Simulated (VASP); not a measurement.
Set up this calculation in VASP 6.6.1, as the native input.

- Task: single point
- Functional: PBE
- Potentials or basis: VASP PAW PBE potentials, release 64 (C)
- Cutoff: 520 eV
- k mesh: 10 × 10 × 6
- Occupations: gaussian, width 0.1 eV
- Spin: collinear spin
- Starting moments: [1.0, 1.0] μB
- Dipole correction: no
- Further INCAR settings: ALGO = Normal; EDIFF = 1e-06; NBANDS = 15

The structure of C lies in POSCAR:

```
C
1.0
    1.7277330500      0.0000000000      0.0000000000
    0.0000000000      1.7277330500      0.0000000000
    0.0000000000      0.0000000000      3.7356940900
C
2
Direct
    0.0000000000      0.0000000000      0.8136955500
    0.0000000000      0.0000000000      0.1863044500
```

The cell was built from a structure type or drawn by symmetry, and may not be a known phase.

The input as run:

INCAR

```
SYSTEM = C
PREC = Accurate ; ENCUT = 520
EDIFF = 1E-6 ; ISMEAR = 0
SIGMA = 0.1 ; LREAL = .False.
LASPH = .True. ; NELM = 150
ALGO = Normal ; ISIF = 2
LWAVE = .False. ; LCHARG = .True.
ISPIN = 2 ; MAGMOM = 1 1
LORBIT = 11 ; GGA = PE
LELF = .True. ; LVHAR = .True.
NBANDS = 15
```

KPOINTS

```
Automatic mesh
0
Gamma
  10 10 6
  0 0 0
```

Potentials or basis: VASP PAW PBE potentials, release 64 (C).

Run with:

```bash
$ cat potpaw_PBE.64/C/POTCAR > POTCAR
$ mpirun -np 1 vasp_std > vasp.out
```

Results of the run:

```
Pressure                                              : 63.4 GPa
Largest force                                         : 4.236 eV/Å
Band gap on the k mesh                                : zero (filled and empty bands overlap)
Net moment                                            : 0.00 μB per cell
Valence electrons inside the program's atomic spheres : C 2.50
```

Caveat: the k points lie up to 0.36 Å⁻¹ apart, too coarse for converged energies and pressures of a metal; forces of over 1 eV/Å act on the atoms, so gaps and moduli don't describe the material at rest.

It took 16 s on 1 thread of Intel(R) Xeon(R) Platinum 8488C (Sapphire Rapids) (shared host), peak memory 0.13 GiB.
